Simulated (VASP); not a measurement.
# RbGeN (I4_1md) in VASP: relaxation of cell and atoms with PBE

Aim: the relaxation of cell and atoms of RbGeN with PBE.

All numbers are computed with VASP 6.6.1; they aren't measurements. Logs are shortened: lines on timing, memory, paths and dates and some standing lists are left out, and cuts for length are marked.

### Step 1. The cell of the first run

It takes space group I4_1md (No. 109, tetragonal). Conventional cell: a = 5.043 Å, b = 5.043 Å, c = 12.769 Å, α = 90.00°, β = 90.00°, γ = 90.00°. Rb (site symmetry 2mm) has 6 N at 3.07 to 3.85 Å and 6 Ge at 3.58 to 3.85 Å within 4.0 Å. Within 2.3 Å of Ge (site symmetry 2mm) lie 1 N at 1.73 Å. Within 2.3 Å of N (site symmetry 2mm) lie 1 Ge at 1.73 Å.

### Step 2. Relaxation of cell and atoms, PBE

Contents of INCAR:

```
PREC = Accurate
ENCUT = 600
EDIFF = 1E-7
ISMEAR = 0
SIGMA = 0.02
LREAL = F
LASPH = T
NELM = 100
ALGO = Normal
ISIF = 3
LWAVE = F
LCHARG = F
GGA = PE
IBRION = 2
NSW = 100
EDIFFG = -0.01
```

Contents of KPOINTS:

```
regular mesh
0
Gamma
  8 8 8
```

Contents of POSCAR:

```
RbGeN
1.0
   -2.5216782751      2.5216782751      6.3847033189
    2.5216782751     -2.5216782751      6.3847033189
    2.5216782751      2.5216782751     -6.3847033189
Rb Ge N
2 2 2
Direct
    0.8015095348      0.8015095348      0.0000000000
    0.5515095348      0.0515095348      0.5000000000
    0.2793753997      0.2793753997      0.0000000000
    0.0293753997      0.5293753997      0.5000000000
    0.4150250755      0.4150250755      0.0000000000
    0.1650250755      0.6650250755      0.5000000000
```

Potentials or basis: VASP PAW PBE potentials, release 64 (Rb_sv, Ge_d, N).

Command:

```console
> cat potpaw_PBE.64/Rb_sv/POTCAR potpaw_PBE.64/Ge_d/POTCAR potpaw_PBE.64/N/POTCAR > POTCAR
> mpirun -np 1 vasp_std > vasp.out
```

OUTCAR:

```text
PREC = Accurate
   ENCUT = 600
   EDIFF = 1E-7
   ISMEAR = 0
   LREAL = F
   LASPH = T
   NELM = 100
   ISIF = 3
   GGA = PE
   IBRION = 2
   NSW = 100
   EDIFFG = -0.01

 ion  position               nearest neighbor table
   1  0.802  0.802  0.000-   6 3.07   6 3.07   3 3.58   3 3.58   3 3.58   3 3.58   4 3.85   4 3.85
                             2 4.07   2 4.07   2 4.07   2 4.07   4 4.29   4 4.29
   2  0.552  0.052  0.500-   5 3.07   5 3.07   4 3.58   4 3.58   4 3.58   4 3.58   3 3.85   3 3.85
                             1 4.07   1 4.07   1 4.07   1 4.07   3 4.29   3 4.29
   3  0.279  0.279  0.000-   5 1.73   1 3.58   1 3.58   1 3.58   1 3.58   2 3.85   2 3.85   2 4.29
                             2 4.29
   4  0.029  0.529  0.500-   6 1.73   2 3.58   2 3.58   2 3.58   2 3.58   1 3.85   1 3.85   1 4.29
                             1 4.29
   5  0.415  0.415  0.000-   3 1.73   2 3.07   2 3.07
   6  0.165  0.665  0.500-   4 1.73   1 3.07   1 3.07

  LATTYP: Found a body centered tetragonal cell.
 ALAT       =     5.0433565502
 C/A-ratio  =     2.5319262104

  Lattice vectors:

 A1 = (  -2.5216782751,   2.5216782751,   6.3847033189)
 A2 = (   2.5216782751,  -2.5216782751,   6.3847033189)
 A3 = (   2.5216782751,   2.5216782751,  -6.3847033189)

Analysis of symmetry for initial positions (statically):
=====================================================================
 Subroutine PRICEL returns:
 Original cell was already a primitive cell.

 Routine SETGRP: Setting up the symmetry group for a
 body centered tetragonal supercell.

 Subroutine GETGRP returns: Found  8 space group operations
 (whereof  4 operations were pure point group operations)
 out of a pool of 16 trial point group operations.

The static configuration has the point symmetry C_2v.
 The point group associated with its full space group is C_4v.

Analysis of symmetry for dynamics (positions and initial velocities):
=====================================================================
 Subroutine PRICEL returns:
 Original cell was already a primitive cell.

 Routine SETGRP: Setting up the symmetry group for a
 body centered tetragonal supercell.

 Subroutine GETGRP returns: Found  8 space group operations
 (whereof  4 operations were pure point group operations)
 out of a pool of 16 trial point group operations.

The dynamic configuration has the point symmetry C_2v.
 The point group associated with its full space group is C_4v.

 Subroutine INISYM returns: Found  8 space group operations
 (whereof  4 operations are pure point group operations),
 and found     1 'primitive' translations

----------------------------------------------------------------------------------------

                                     Primitive cell

  volume of cell :     162.3978

  direct lattice vectors                    reciprocal lattice vectors
    -2.521678275  2.521678275  6.384703319     0.000000000  0.198280647  0.078312174
     2.521678275 -2.521678275  6.384703319     0.198280647  0.000000000  0.078312174
     2.521678275  2.521678275 -6.384703319     0.198280647  0.198280647  0.000000000

  length of vectors
     7.313149740  7.313149740  7.313149740     0.213185393  0.213185393  0.280411180

  position of ions in fractional coordinates (direct lattice)
     0.801509535  0.801509535  0.000000000
     0.551509535  0.051509535  0.500000000
     0.279375400  0.279375400  0.000000000
     0.029375400  0.529375400  0.500000000
     0.415025075  0.415025075  0.000000000
     0.165025075  0.665025075  0.500000000

  ion indices of the primitive-cell ions
   primitive index   ion index
                 1           1
                 2           2
                 3           3
                 4           4
                 5           5
                 6           6

----------------------------------------------------------------------------------------

 KPOINTS: regular mesh

Automatic generation of k-mesh.
 Grid dimensions read from file:
 generate k-points for:    8    8    8

 Generating k-lattice:

  Cartesian coordinates                     Fractional coordinates (reciprocal lattice)
     0.000000000  0.024785081  0.009789022     0.125000000  0.000000000  0.000000000
     0.024785081  0.000000000  0.009789022     0.000000000  0.125000000  0.000000000
     0.024785081  0.024785081  0.000000000     0.000000000  0.000000000  0.125000000

  Length of vectors
     0.026648174  0.026648174  0.035051398

  Shift w.r.t. Gamma in fractional coordinates (k-lattice)
     0.000000000  0.000000000  0.000000000

 Subroutine IBZKPT returns following result:
 ===========================================

 Found     59 irreducible k-points:

 Following reciprocal coordinates:
            Coordinates               Weight
  0.000000  0.000000  0.000000      1.000000
  0.125000  0.000000 -0.000000      8.000000
  0.250000  0.000000 -0.000000      8.000000
  0.375000  0.000000 -0.000000      8.000000
  0.500000  0.000000 -0.000000      4.000000
  0.125000  0.125000 -0.000000      8.000000
[... 16 lines left out ...]
  0.250000  0.125000  0.125000     16.000000
  0.375000  0.125000  0.125000      8.000000
 [... further k-points ...]
   k-points           NKPTS =     59   k-points in BZ     NKDIM =     59   number of bands    NBANDS=     33
   number of dos      NEDOS =    301   number of ions     NIONS =      6
   total plane-waves  NPLWV = 216000
   dimension x,y,z NGX =    60 NGY =   60 NGZ =   60
   dimension x,y,z NGXF=   120 NGYF=  120 NGZF=  120
   ions per type =               2   2   2
   NGX,Y,Z   is equivalent  to a cutoff of  13.64, 13.64, 13.64 a.u.
   NGXF,Y,Z  is equivalent  to a cutoff of  27.28, 27.28, 27.28 a.u.
 SYSTEM =  unknown system
   PREC   = accura    normal or accurate (medium, high low for compatibility)
   ISTART =      0    job   : 0-new  1-cont  2-samecut
   ICHARG =      2    charge: 1-file 2-atom 10-const
   ISPIN  =      1    spin polarized calculation?
   LNONCOLLINEAR =      F non collinear calculations
   LSORBIT =      F    spin-orbit coupling
   LASPH  =      T    aspherical Exc in radial PAW
   ENCUT  =  600.0 eV  44.10 Ry    6.64 a.u.  14.61 14.61 14.61*2*pi/ulx,y,z
   NELM   =    100;   NELMIN=  2; NELMDL= -5     # of ELM steps
   EDIFF  = 0.1E-06   stopping-criterion for ELM
   LREAL  =      F    real-space projection
   EDIFFG = -.1E-01   stopping-criterion for IOM
   NSW    =    100    number of steps for IOM
   IBRION =      2    ionic relax: 0-MD 1-quasi-New 2-CG
   NFREE  =      1    steps in history (QN), initial steepest desc. (CG)
   ISIF   =      3    stress and relaxation
   ISYM   =      2    0-nonsym 1-usesym 2-fastsym
   POTIM  = 0.5000    time-step for ionic-motion
   TEBEG  =    0.0;   TEEND  =   0.0 temperature during run
   PSTRESS=    0.0 pullay stress
   NELECT =      56.0000    total number of electrons
   NUPDOWN=      -1.0000    fix difference up-down
   EMIN   =  10.00;   EMAX   =-10.00  energy-range for DOS
   EFERMI =   0.00;   METHOD = LEGACY
   ISMEAR =     0;   SIGMA  =   0.02  broadening in eV -4-tet -1-fermi 0-gaus
   EFERMI_NEDOS =   21; number of points for ismear=-14 and -15
   IALGO  =     38    algorithm
   IMIX   =      4    mixing-type and parameters
     AMIX     =   0.40;   BMIX     =  1.00
     AMIX_MAG =   1.60;   BMIX_MAG =  1.00
  volume/ion in A,a.u.               =      27.07       182.65
  Fermi-wavevector in a.u.,A,eV,Ry     =   1.148006  2.169417 17.931359  1.317918
  Thomas-Fermi vector in A             =   2.284683
   LORBIT       =      0    0 simple, 1 ext, 2 COOP (PROOUT), +10 PAW based schemes
   GGA     = PE    functional components
   LHFCALC =     F    Hartree Fock is set to
   AEXX    =    0.0000 exact exchange contribution
   IVDW    =     0    specifies the selected vdW correction
   LEPSILON=     F    determine dielectric tensor
   LRPA    =     F    only Hartree local field effects (RPA)
 conjugate gradient relaxation of ions
 non-spin polarized calculation
 Gauss-broadening in eV      SIGMA  =   0.02
  energy-cutoff  :      600.00
  volume of cell :      162.40
 maximum number of plane-waves:      5446
 NGX is ok and might be reduce to    60
   NGX = 29   NGY = 29   NGZ = 29

--------------------------------------- Ionic step        1  -------------------------------------------

 number of electron      55.9999994 magnetization

 Free energy of the ion-electron system (eV)
  ---------------------------------------------------
  ext. energy  EPLUGINS =         0.00000000
  ---------------------------------------------------
  free energy    TOTEN  =       -25.67394609 eV

  energy without entropy =      -25.67394609  energy(sigma->0) =      -25.67394609

------------------------ aborting loop because EDIFF is reached ----------------------------------------

  FORCE on cell =-STRESS in cart. coord.  units (eV):
  Direction    XX          YY          ZZ          XY          YZ          ZX
  --------------------------------------------------------------------------------------
  -------------------------------------------------------------------------------------
  Total        0.1058257      0.1058257     -0.3820851      0.0000000      0.0000000      0.0000000
  in kB        1.0440509      1.0440509     -3.7695600      0.0000000      0.0000000      0.0000000
  external PRESSURE =      -0.5604861 kB  Pullay stress =       0.0000000 kB
[... 225 lines left out ...]
  energy  without entropy=      -25.6748770953  energy(sigma->0) =      -25.67487710

--------------------------------------- Ionic step        7  -------------------------------------------

 number of electron      55.9999992 magnetization

 Free energy of the ion-electron system (eV)
  ---------------------------------------------------
  ext. energy  EPLUGINS =         0.00000000
  ---------------------------------------------------
  free energy    TOTEN  =       -25.67490494 eV

  energy without entropy =      -25.67490494  energy(sigma->0) =      -25.67490494

 E-fermi :   1.1977     XC(G=0):  -8.2358

 val. band max:        1.0651592357   @ k =  -0.2500   0.2500   0.1250
 cond. band min:       2.5526385470   @ k =  -0.3750   0.3750   0.3750
 fundamental gap:      1.4874793113
 Fermi energy:         1.1976914220

 k-point     1 :       0.0000    0.0000    0.0000
  band No.  band energies     occupation
      1     -25.7077      2.00000
      2     -25.6636      2.00000
      3     -22.3451      2.00000
      4     -22.3435      2.00000
      5     -22.3427      2.00000
      6     -22.3422      2.00000
[... 853 lines left out ...]
     32       4.7745      0.00000
     33       5.9223      0.00000

 [... further k-points ...]

------------------------ aborting loop because EDIFF is reached ----------------------------------------

  FORCE on cell =-STRESS in cart. coord.  units (eV):
  Direction    XX          YY          ZZ          XY          YZ          ZX
  --------------------------------------------------------------------------------------
  -------------------------------------------------------------------------------------
  Total       -0.0061647     -0.0061647     -0.0249756      0.0000000      0.0000000      0.0000000
  in kB       -0.0603723     -0.0603723     -0.2445930      0.0000000      0.0000000      0.0000000
  external PRESSURE =      -0.1217792 kB  Pullay stress =       0.0000000 kB
[... 21 lines left out ...]
  FREE ENERGIE OF THE ION-ELECTRON SYSTEM (eV)
  ---------------------------------------------------
  free  energy   TOTEN  =       -25.6749049366 eV

  energy  without entropy=      -25.6749049366  energy(sigma->0) =      -25.67490494

 reached required accuracy - stopping structural energy minimisation
```

Wall time 50 min (1 thread of Intel Xeon Platinum 8259CL at 2.50GHz (Skylake/Cascade Lake), shared host); peak memory 0.74 GiB.

What came out:

```
Free energy                            : -25.6749 eV
Relaxed volume                         : 27.27 Å³/atom
Relaxed cell                           : a = 7.317 Å, b = 7.317 Å, c = 7.317 Å, α = 139.52°, β = 139.52°, γ = 58.59°
Space group after relaxing (to 0.05 Å) : I4_1md (No. 109)
Energy gained by relaxing              : 0.2 meV/atom
Ionic steps                            : 7
Pressure after relaxing                : 0.0 GPa
Largest force after relaxing           : 0.007 eV/Å
Band gap on the k mesh                 : 1.49 eV, indirect (least direct gap 1.64 eV)
```

Forces in eV/Å, atoms in the order of the input:
```
Rb   0.000  0.000 -0.007
Rb   0.000  0.000 -0.007
Ge   0.000  0.000  0.006
Ge   0.000  0.000  0.006
N    0.000  0.000  0.002
N    0.000  0.000  0.002
```

The path:
```csv
step,energy change (eV),largest force (eV/Å),pressure (GPa),volume (Å³)
1,0.0000,0.1081,-0.06,162.40
2,0.0031,0.3165,0.51,162.17
3,-0.0005,0.0055,0.10,162.34
4,-0.0007,0.0058,0.08,162.65
5,-0.0010,0.0112,0.01,163.59
6,-0.0009,0.0325,-0.05,163.64
7,-0.0010,0.0074,-0.01,163.60
```

Final structure:
```
CELL_PARAMETERS angstrom
-2.53158 2.53158 6.38174
2.53158 -2.53158 6.38174
2.53158 2.53158 -6.38174
ATOMIC_POSITIONS crystal
Rb 0.80153 0.80153 0.00000
Rb 0.55153 0.05153 0.50000
Ge 0.27952 0.27952 0.00000
Ge 0.02952 0.52952 0.50000
N 0.41487 0.41487 0.00000
N 0.16487 0.66487 0.50000
```

Levels at points of the mesh, in eV from the valence-band top:
```tsv
k point	band 24	band 25	band 26	band 27	band 28	band 29	band 30	band 31	band 32	band 33
(0.00, 0.00, 0.00)	-1.87	-1.87	-1.18	-1.18	-0.27	2.74	2.74	3.24	3.70	4.12
(0.50, 0.00, 0.00)	-2.08	-2.04	-1.03	-0.75	-0.17	1.69	1.93	2.94	3.85	4.75
(0.50, 0.50, 0.00)	-2.27	-1.32	-1.32	-0.26	-0.26	1.88	1.88	3.50	3.50	5.18
(0.50, 0.50, 0.50)	-2.00	-0.99	-0.99	-0.83	-0.83	2.01	2.01	3.35	3.35	4.50
```

A k mesh can miss the band edges. PBE gaps usually lie below the measured ones, often by a third to a half.
